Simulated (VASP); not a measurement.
# Ge (I4_1/amd) in VASP: single point with PBEsol

Aim: the single point of Ge with PBEsol.

All numbers are computed with VASP 6.6.1; they aren't measurements. Logs are shortened: lines on timing, memory, paths and dates and some standing lists are left out, and cuts for length are marked.

**1. The cell of the first run**

The structure is tetragonal, space group I4_1/amd (No. 141). The conventional cell has a = 5.149 Å, b = 5.149 Å, c = 2.795 Å, α = 90.00°, β = 90.00°, γ = 90.00°. Within 3.5 Å of Ge (site symmetry -4m2) lie 10 Ge at 2.67 to 3.32 Å.

**2. Single point, PBEsol**

Contents of INCAR:

```
ALGO = Normal
EDIFF = 1E-6
ENCUT = 500
GGA = PS
GGA_COMPAT = False
ISIF = 2
ISMEAR = -1
LASPH = True
LCHARG = False
LREAL = False
LWAVE = False
NBANDS = 21
NELM = 120
PREC = Accurate
SIGMA = 0.1
```

Contents of KPOINTS:

```
k-points
0
Gamma
  12 12 12
```

Contents of POSCAR:

```
Ge
1.0
   -2.5744897200      2.5744897200      1.3974126450
    2.5744897200     -2.5744897200      1.3974126450
    2.5744897200      2.5744897200     -1.3974126450
Ge
2
Direct
    0.2500000000      0.7500000000      0.5000000000
    0.5000000000      0.5000000000      0.0000000000
```

Potentials or basis: VASP PAW PBE potentials, release 64 (Ge_d).

On the command line:

```bash
cat potpaw_PBE.64/Ge_d/POTCAR > POTCAR
mpirun -np 1 vasp_std > vasp.out
```

OUTCAR:

```text
EDIFF = 1E-6
   ENCUT = 500
   GGA = PS
   ISIF = 2
   ISMEAR = -1
   LASPH = True
   LREAL = False
   NELM = 120
   PREC = Accurate

 ion  position               nearest neighbor table
   1  0.250  0.750  0.500-   2 2.67   2 2.67   2 2.67   2 2.67
   2  0.500  0.500  0.000-   1 2.67   1 2.67   1 2.67   1 2.67

  LATTYP: Found a body centered tetragonal cell.
 ALAT       =     5.1489794400
 C/A-ratio  =     0.5427920858

  Lattice vectors:

 A1 = (  -2.5744897200,   2.5744897200,   1.3974126450)
 A2 = (   2.5744897200,  -2.5744897200,   1.3974126450)
 A3 = (   2.5744897200,   2.5744897200,  -1.3974126450)

Analysis of symmetry for initial positions (statically):
=====================================================================
 Subroutine PRICEL returns:
 Original cell was already a primitive cell.

 Routine SETGRP: Setting up the symmetry group for a
 body centered tetragonal supercell.

 Subroutine GETGRP returns: Found 16 space group operations
 (whereof  8 operations were pure point group operations)
 out of a pool of 16 trial point group operations.

The static configuration has the point symmetry D_2d.
 The point group associated with its full space group is D_4h.

Analysis of symmetry for dynamics (positions and initial velocities):
=====================================================================
 Subroutine PRICEL returns:
 Original cell was already a primitive cell.

 Routine SETGRP: Setting up the symmetry group for a
 body centered tetragonal supercell.

 Subroutine GETGRP returns: Found 16 space group operations
 (whereof  8 operations were pure point group operations)
 out of a pool of 16 trial point group operations.

The dynamic configuration has the point symmetry D_2d.
 The point group associated with its full space group is D_4h.

 Subroutine INISYM returns: Found 16 space group operations
 (whereof  8 operations are pure point group operations),
 and found     1 'primitive' translations

----------------------------------------------------------------------------------------

                                     Primitive cell

  volume of cell :      37.0482

  direct lattice vectors                    reciprocal lattice vectors
    -2.574489720  2.574489720  1.397412645     0.000000000  0.194213244  0.357804119
     2.574489720 -2.574489720  1.397412645     0.194213244  0.000000000  0.357804119
     2.574489720  2.574489720 -1.397412645     0.194213244  0.194213244  0.000000000

  length of vectors
     3.899840604  3.899840604  3.899840604     0.407114937  0.407114937  0.274659004

  position of ions in fractional coordinates (direct lattice)
     0.250000000  0.750000000  0.500000000
     0.500000000  0.500000000  0.000000000

  ion indices of the primitive-cell ions
   primitive index   ion index
                 1           1
                 2           2

----------------------------------------------------------------------------------------

 KPOINTS: k-points

Automatic generation of k-mesh.
 Grid dimensions read from file:
 generate k-points for:   12   12   12

 Generating k-lattice:

  Cartesian coordinates                     Fractional coordinates (reciprocal lattice)
     0.000000000  0.016184437  0.029817010     0.083333333  0.000000000  0.000000000
     0.016184437  0.000000000  0.029817010     0.000000000  0.083333333  0.000000000
     0.016184437  0.016184437  0.000000000     0.000000000  0.000000000  0.083333333

  Length of vectors
     0.033926245  0.033926245  0.022888250

  Shift w.r.t. Gamma in fractional coordinates (k-lattice)
     0.000000000  0.000000000  0.000000000

 Subroutine IBZKPT returns following result:
 ===========================================

 Found    163 irreducible k-points:

 Following reciprocal coordinates:
            Coordinates               Weight
  0.000000  0.000000  0.000000      1.000000
  0.083333  0.000000  0.000000      8.000000
  0.166667  0.000000 -0.000000      8.000000
  0.250000  0.000000  0.000000      8.000000
  0.333333 -0.000000  0.000000      8.000000
  0.416667 -0.000000  0.000000      8.000000
[... 16 lines left out ...]
  0.500000  0.166667  0.000000     16.000000
 -0.416667  0.166667 -0.000000     16.000000
 [... further k-points ...]
   k-points           NKPTS =    163   k-points in BZ     NKDIM =    163   number of bands    NBANDS=     21
   number of dos      NEDOS =    301   number of ions     NIONS =      2
   total plane-waves  NPLWV =  21952
   dimension x,y,z NGX =    28 NGY =   28 NGZ =   28
   dimension x,y,z NGXF=    56 NGYF=   56 NGZF=   56
   ions per type =               2
   NGX,Y,Z   is equivalent  to a cutoff of  11.94, 11.94, 11.94 a.u.
   NGXF,Y,Z  is equivalent  to a cutoff of  23.87, 23.87, 23.87 a.u.
 SYSTEM =  unknown system
   PREC   = accura    normal or accurate (medium, high low for compatibility)
   ISTART =      0    job   : 0-new  1-cont  2-samecut
   ICHARG =      2    charge: 1-file 2-atom 10-const
   ISPIN  =      1    spin polarized calculation?
   LNONCOLLINEAR =      F non collinear calculations
   LSORBIT =      F    spin-orbit coupling
   LASPH  =      T    aspherical Exc in radial PAW
   ENCUT  =  500.0 eV  36.75 Ry    6.06 a.u.   7.11  7.11  7.11*2*pi/ulx,y,z
   NELM   =    120;   NELMIN=  2; NELMDL= -5     # of ELM steps
   EDIFF  = 0.1E-05   stopping-criterion for ELM
   LREAL  =      F    real-space projection
   EDIFFG = 0.1E-04   stopping-criterion for IOM
   NSW    =      0    number of steps for IOM
   IBRION =     -1    ionic relax: 0-MD 1-quasi-New 2-CG
   NFREE  =      0    steps in history (QN), initial steepest desc. (CG)
   ISIF   =      2    stress and relaxation
   ISYM   =      2    0-nonsym 1-usesym 2-fastsym
   POTIM  = 0.5000    time-step for ionic-motion
   TEBEG  =    0.0;   TEEND  =   0.0 temperature during run
   PSTRESS=    0.0 pullay stress
   NELECT =      28.0000    total number of electrons
   NUPDOWN=      -1.0000    fix difference up-down
   EMIN   =  10.00;   EMAX   =-10.00  energy-range for DOS
   EFERMI =   0.00;   METHOD = LEGACY
   ISMEAR =    -1;   SIGMA  =   0.10  broadening in eV -4-tet -1-fermi 0-gaus
   EFERMI_NEDOS =   21; number of points for ismear=-14 and -15
   IALGO  =     38    algorithm
   IMIX   =      4    mixing-type and parameters
     AMIX     =   0.40;   BMIX     =  1.00
     AMIX_MAG =   1.60;   BMIX_MAG =  1.00
  volume/ion in A,a.u.               =      18.52       125.01
  Fermi-wavevector in a.u.,A,eV,Ry     =   1.491209  2.817976 30.255333  2.223704
  Thomas-Fermi vector in A             =   2.603893
   LORBIT       =      0    0 simple, 1 ext, 2 COOP (PROOUT), +10 PAW based schemes
   GGA     = PS    functional components
   LHFCALC =     F    Hartree Fock is set to
   AEXX    =    0.0000 exact exchange contribution
   IVDW    =     0    specifies the selected vdW correction
   LEPSILON=     F    determine dielectric tensor
   LRPA    =     F    only Hartree local field effects (RPA)
 non-spin polarized calculation
  energy-cutoff  :      500.00
  volume of cell :       37.05
 maximum number of plane-waves:       957
   NGX = 15   NGY = 15   NGZ = 15

 number of electron      28.0000030 magnetization

 Free energy of the ion-electron system (eV)
  ---------------------------------------------------
  ext. energy  EPLUGINS =         0.00000000
  ---------------------------------------------------
  free energy    TOTEN  =        -9.55063639 eV

  energy without entropy =       -9.52572084  energy(sigma->0) =       -9.53817862

 E-fermi :   6.6566     XC(G=0): -11.4697

 val. band max:        6.6531198406   @ k =   0.3333   0.1667   0.0000
 cond. band min:       6.6575768297   @ k =  -0.0833  -0.2500   0.0833
 fundamental gap:      0.0044569891
 Fermi energy:         6.6565893096

 k-point     1 :       0.0000    0.0000    0.0000
  band No.  band energies     occupation
      1     -18.0154      2.00000
      2     -17.9714      2.00000
      3     -17.9395      2.00000
      4     -17.9390      2.00000
      5     -17.8325      2.00000
      6     -17.8325      2.00000
[... 13 lines left out ...]
     20      18.2213      0.00000
     21      19.1965      0.00000

 k-point     2 :       0.0833    0.0000    0.0000
  band No.  band energies     occupation
      1     -18.0127      2.00000
      2     -17.9620      2.00000
      3     -17.9360      2.00000
      4     -17.9277      2.00000
      5     -17.8400      2.00000
      6     -17.8389      2.00000
[... 13 lines left out ...]
     20      18.1928      0.00000
     21      18.9293      0.00000

 k-point     3 :       0.1667    0.0000   -0.0000
  band No.  band energies     occupation
      1     -18.0044      2.00000
      2     -17.9381      2.00000
      3     -17.9261      2.00000
      4     -17.9014      2.00000
      5     -17.8556      2.00000
      6     -17.8455      2.00000
[... 13 lines left out ...]
     20      16.7509      0.00000
     21      17.4280      0.00000

 k-point     4 :       0.2500    0.0000    0.0000
  band No.  band energies     occupation
      1     -17.9925      2.00000
      2     -17.9139      2.00000
      3     -17.9138      2.00000
      4     -17.8859      2.00000
      5     -17.8724      2.00000
      6     -17.8429      2.00000
[... 13 lines left out ...]
     20      15.4776      0.00000
     21      17.4135      0.00000

 k-point     5 :       0.3333   -0.0000    0.0000
  band No.  band energies     occupation
      1     -17.9813      2.00000
      2     -17.9098      2.00000
      3     -17.9040      2.00000
      4     -17.8963      2.00000
      5     -17.8782      2.00000
      6     -17.8544      2.00000
[... 13 lines left out ...]
     20      14.7343      0.00000
     21      18.2528      0.00000

 k-point     6 :       0.4167   -0.0000    0.0000
  band No.  band energies     occupation
      1     -17.9732      2.00000
      2     -17.9182      2.00000
      3     -17.9173      2.00000
      4     -17.8949      2.00000
      5     -17.8697      2.00000
      6     -17.8631      2.00000
[... 13 lines left out ...]
     20      16.9702      0.00000
     21      19.3706      0.00000

 k-point     7 :       0.5000    0.0000    0.0000
  band No.  band energies     occupation
      1     -17.9692      2.00000
      2     -17.9277      2.00000
      3     -17.9212      2.00000
      4     -17.8919      2.00000
      5     -17.8664      2.00000
      6     -17.8647      2.00000
[... 13 lines left out ...]
     20      18.2401      0.00000
     21      19.0972      0.00000
[... 291 lines left out ...]
      1     -17.9832      2.00000
      2     -17.9215      2.00000
      3     -17.8962      2.00000
      4     -17.8892      2.00000
      5     -17.8741      2.00000
      6     -17.8676      2.00000
[... 13 lines left out ...]
     20      15.8792      0.00000
     21      17.0232      0.00000

 k-point    21 :       0.3333    0.1667    0.0000
  band No.  band energies     occupation
      1     -17.9773      2.00000
      2     -17.9274      2.00000
      3     -17.9071      2.00000
      4     -17.8846      2.00000
      5     -17.8776      2.00000
      6     -17.8565      2.00000
[... 13 lines left out ...]
     20      17.6677      0.00000
     21      18.4508      0.00000

 k-point    22 :       0.4167    0.1667    0.0000
  band No.  band energies     occupation
      1     -17.9694      2.00000
      2     -17.9282      2.00000
      3     -17.9148      2.00000
      4     -17.8805      2.00000
      5     -17.8751      2.00000
      6     -17.8500      2.00000
[... 13 lines left out ...]
     20      17.4046      0.00000
     21      18.0277      0.00000

 k-point    23 :       0.5000    0.1667    0.0000
  band No.  band energies     occupation
      1     -17.9657      2.00000
      2     -17.9218      2.00000
      3     -17.9136      2.00000
      4     -17.8854      2.00000
      5     -17.8690      2.00000
      6     -17.8515      2.00000
[... 13 lines left out ...]
     20      17.1166      0.00000
     21      18.2248      0.00000

 k-point    24 :      -0.4167    0.1667   -0.0000
  band No.  band energies     occupation
      1     -17.9705      2.00000
      2     -17.9229      2.00000
      3     -17.9118      2.00000
      4     -17.8921      2.00000
      5     -17.8662      2.00000
      6     -17.8493      2.00000
[... 13 lines left out ...]
     20      16.8290      0.00000
     21      17.5498      0.00000

 [... further k-points ...]

------------------------ aborting loop because EDIFF is reached ----------------------------------------

  FORCE on cell =-STRESS in cart. coord.  units (eV):
  Direction    XX          YY          ZZ          XY          YZ          ZX
  --------------------------------------------------------------------------------------
  -------------------------------------------------------------------------------------
  Total       -0.2883989     -0.2883989     -0.0316119      0.0000000      0.0000000      0.0000000
  in kB      -12.4720308    -12.4720308     -1.3670822      0.0000000      0.0000000      0.0000000
  external PRESSURE =      -8.7703813 kB  Pullay stress =       0.0000000 kB

 VOLUME and BASIS-vectors are now :
 -----------------------------------------------------------------------------
  energy-cutoff  :      500.00
  volume of cell :       37.05
      direct lattice vectors                 reciprocal lattice vectors
    -2.574489720  2.574489720  1.397412645     0.000000000  0.194213244  0.357804119
     2.574489720 -2.574489720  1.397412645     0.194213244  0.000000000  0.357804119
     2.574489720  2.574489720 -1.397412645     0.194213244  0.194213244  0.000000000

 POSITION                                       TOTAL-FORCE (eV/Angst)
 -----------------------------------------------------------------------------------
      2.57449      0.00000      0.69871        -0.000000      0.000000     -0.000000
      0.00000      0.00000      1.39741         0.000000     -0.000000      0.000000
 -----------------------------------------------------------------------------------
    total drift:                                0.000000     -0.000000      0.000000

  FREE ENERGIE OF THE ION-ELECTRON SYSTEM (eV)
  ---------------------------------------------------
  free  energy   TOTEN  =        -9.5506363914 eV

  energy  without entropy=       -9.5257208412  energy(sigma->0) =       -9.53817862
```

It took 62 s on 1 thread of AMD EPYC 7R13 (Zen 3), shared host; peak memory 0.19 GiB.

What came out:

```
Free energy            : -9.5506 eV
Pressure               : -0.9 GPa
Band gap on the k mesh : zero (bands 14 and 15 overlap by 5.10 eV)
```

Caveat: the PAW data sets were made with another functional, which shifts forces and pressure a little.
